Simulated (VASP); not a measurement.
A run of VASP 6.6.1 is set up as follows.

The input INCAR:

```
SYSTEM = AlN
PREC     = Accurate       ! precision mode
ENCUT    = 520            ! plane-wave cutoff, eV
EDIFF    = 1E-7           ! SCF threshold, eV
ISMEAR   = 0              ! smearing method
SIGMA    = 0.01           ! smearing width, eV
LREAL    = .FALSE.        ! projectors in reciprocal space
LASPH    = .TRUE.         ! aspherical terms in the spheres
NELM     = 100            ! most SCF steps
ALGO     = Normal         ! electronic algorithm
ISIF     = 2              ! what is computed and relaxed
LWAVE    = .FALSE.        ! write WAVECAR
LCHARG   = .FALSE.        ! write CHGCAR
GGA      = PS             ! functional
NBANDS   = 16             ! bands
```

File KPOINTS:

```
Automatic mesh
0
G
  9 9 7
  0 0 0
```

Contents of POSCAR:

```
AlN
1.0
    1.6887493728     -2.9249139136      0.0000000000
    1.6887493728      2.9249139136      0.0000000000
    0.0000000000      0.0000000000      3.7152486201
Al N
2 2
Direct
    0.0000014407     -0.0000014407     -0.0039875591
    0.6666652260      0.3333347740      0.4960124409
    0.0000030286     -0.0000030286      0.4959875591
    0.6666636381      0.3333363619      0.9959875591
```

Potentials or basis: VASP PAW PBE potentials, release 64 (Al, N).

Run with:

```bash
$ cat potpaw_PBE.64/Al/POTCAR potpaw_PBE.64/N/POTCAR > POTCAR
$ mpirun -np 1 vasp_std > vasp.out
```

**Question.** Estimate the pressure.

**Answer.** 20.1 GPa.

**Question.** Predict the band gap on the k mesh.

**Answer.** 4.03 eV, direct.

Forces on the atoms (eV/Å):
```
Al   0.000  0.000 -0.002
Al   0.000  0.000 -0.002
N    0.000  0.000  0.002
N    0.000  0.000  0.002
```

Caveat: the PAW data sets were made with another functional, which shifts forces and pressure a little. A k mesh can miss the band edges.
